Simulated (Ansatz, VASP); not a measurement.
# One calculation of Ta6F, two programs

INCAR

```
PREC = Accurate ; ENCUT = 520
EDIFF = 1E-6 ; ISMEAR = 0
SIGMA = 0.1 ; LREAL = F
LASPH = T ; NELM = 150
ALGO = Normal ; ISIF = 2
LWAVE = F ; LCHARG = F
ISPIN = 2 ; MAGMOM = 0 0 0 0 0 0 1
LORBIT = 11 ; LMAXMIX = 4
LDIPOL = T ; IDIPOL = 3
DIPOL = 0.5 0.5 0.334 ; GGA = CA
NBANDS = 50
```

The input KPOINTS:

```
Automatic mesh
0
Gamma
  6 6 1
```

The input POSCAR:

```
Ta6F
1.0
    4.6002247516      0.0000000000      0.0000000000
   -2.3001123758      3.9839114980      0.0000000000
    0.0000000000      0.0000000000     21.4017722141
Ta F
6 1
Direct
    0.6666666667      0.3333333333      0.1869004099
    0.3333333333      0.6666666667      0.2307760729
    0.0000000000      0.0000000000      0.2746517360
    0.6666666667      0.3333333333      0.3157775353
    0.3333333333      0.6666666667      0.3543568624
    0.0000000000      0.0000000000      0.3925736677
    0.6666666667     -0.6666666667      0.5808758307
```

Input for Ansatz:

```yaml
crystal:
  lattice:
    - [4.6002247516, 0.0, 0.0]
    - [-2.3001123758, 3.983911498, 0.0]
    - [0.0, 0.0, 21.4017722141]
  atoms:
    - { symbol: Ta, position: [0.6666666667, 0.3333333333, 0.1869004099] }
    - { symbol: Ta, position: [0.3333333333, 0.6666666667, 0.2307760729] }
    - { symbol: Ta, position: [0.0, 0.0, 0.274651736] }
    - { symbol: Ta, position: [0.6666666667, 0.3333333333, 0.3157775353] }
    - { symbol: Ta, position: [0.3333333333, 0.6666666667, 0.3543568624] }
    - { symbol: Ta, position: [0.0, 0.0, 0.3925736677] }
    - { symbol: F, position: [0.6666666667, -0.6666666667, 0.5808758307], spin: 1.0 }
basis:
  ecutwfc: 420
kpoints:
  mp_grid: { grid: [6, 6, 1] }
hamiltonian:
  xc: lda
  pseudopotentials: { kind: paw, azcp: { folder: soft_1 } }
scf:
  occupations: { method: gaussian, width: 0.1 }
output:
  forces: true
  eigenvalues: true
  populations: true
magnetization:
  spin_polarized: true
efield:
  axis: 3
  dipole_correction: true
  ramp_width: 0.04
```

Alike in both runs: task single point; functional LDA; k mesh 6 × 6 × 1; occupations gaussian, width 0.1 eV; collinear spin.

|  | VASP | Ansatz |
| --- | --- | --- |
| version | VASP 6.6.1 | Ansatz 0.2.0 |
| potentials or method | VASP PAW LDA potentials, release 64 (Ta_pv, F), cutoff 520 eV | scalar-relativistic, plane waves, PAW |
| valence electrons in the cell | 73 | 85 |

```csv
,VASP,Ansatz,Ansatz less VASP
rms of the force components (eV/Å),0.719,0.703,-0.0155
net moment per atom (μB),0.00,0.10,+0.105
size of the moment on the site where the two differ most (μB),0.00,0.73,+0.732
```

The net moments are unlike, so the other rows may belong to different states. Ansatz warns that its potentials were made for another functional, while VASP's fit it. LDA's correlation is that of Perdew and Zunger in VASP and of Perdew and Wang (1992) in Ansatz. Site moments also hang on the region over which each program counts them. Atom by atom the forces differ by 0.044 eV/Å (rms over components). VASP's potentials hold 73 valence electrons a cell and Ansatz's 85, so a difference there can come from the potentials and not from the codes.

Spin-orbit coupling is off throughout.
